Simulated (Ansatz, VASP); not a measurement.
## Two plane-wave programs on Al2Pt

```xyz
3
Lattice="0.0000 2.9550 2.9550 2.9550 0.0000 2.9550 2.9550 2.9550 0.0000" Properties=species:S:1:pos:R:3 pbc="T T T"
Al    1.4775    1.4775    1.4775
Al    4.4325    4.4325    4.4325
Pt    0.0000    0.0000    0.0000
```

Alike in both runs: task electric field gradients; functional LDA; k mesh 12 × 12 × 12; occupations fermi-dirac, width 0.08 eV; no spin polarisation.

|  | VASP | Ansatz |
| --- | --- | --- |
| version | VASP 6.6.1 | Ansatz 0.2.0 |
| potentials or method | VASP PAW LDA potentials, release 64 (Al, Pt) | PAW with Ansatz's default frozen-core files, scalar-relativistic |
| plane-wave cutoff (eV) | 520 | 420 |
| valence electrons in the cell | 16 | 24 |

VASP gave:

- pressure (GPa): -3.6

Task: Estimate Ansatz's values.

Result: Pressure (GPa): -3.9.

LDA's correlation is that of Perdew and Zunger in VASP and of Perdew and Wang (1992) in Ansatz. VASP's potentials hold 16 valence electrons a cell and Ansatz's 24, so a difference there can come from the potentials and not from the codes.

Neither program's run includes spin-orbit coupling.
